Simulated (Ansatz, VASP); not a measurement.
One calculation of SnSe2, two programs

```
Sn Se
1.0
     3.79200    0.00000    0.00000
    -1.89600    3.28397    0.00000
     0.00000    0.00000    7.30810
Sn Se
1 2
Direct
  0.00000 0.00000 0.00000
  0.33333 0.66667 0.26513
  0.66667 0.33333 0.73487
```

Alike in both runs: task single point; functional PBE; dispersion D3(BJ); k mesh 12 × 12 × 6; occupations gaussian, width 0.03 eV; no spin polarisation.

|  | VASP | Ansatz |
| --- | --- | --- |
| version | VASP 6.6.1 | Ansatz 0.2.0 |
| potentials or method | VASP PAW PBE potentials, release 64 (Sn_d, Se), cutoff 500 eV | scalar-relativistic, plane waves, PAW |
| valence electrons in the cell | 26 | 46 |

|  | VASP | Ansatz | Ansatz less VASP |
| --- | --- | --- | --- |
| gap on the k mesh at the Fermi level (eV) | none | none | - |
| pressure (GPa) | -6.9 | -6.9 | -0.01 |
| traceless stress, the component that is largest in VASP (GPa) | -8.12 | -8.14 | -0.016 |
| rms of the force components (eV/Å) | 0.891 | 0.894 | +0.0029 |

Atom by atom the forces differ by 0.003 eV/Å (rms over components). A gap of «none» marks a metal or a gap that the smearing closes. VASP's potentials hold 26 valence electrons a cell and Ansatz's 46, so a difference there can come from the potentials and not from the codes.
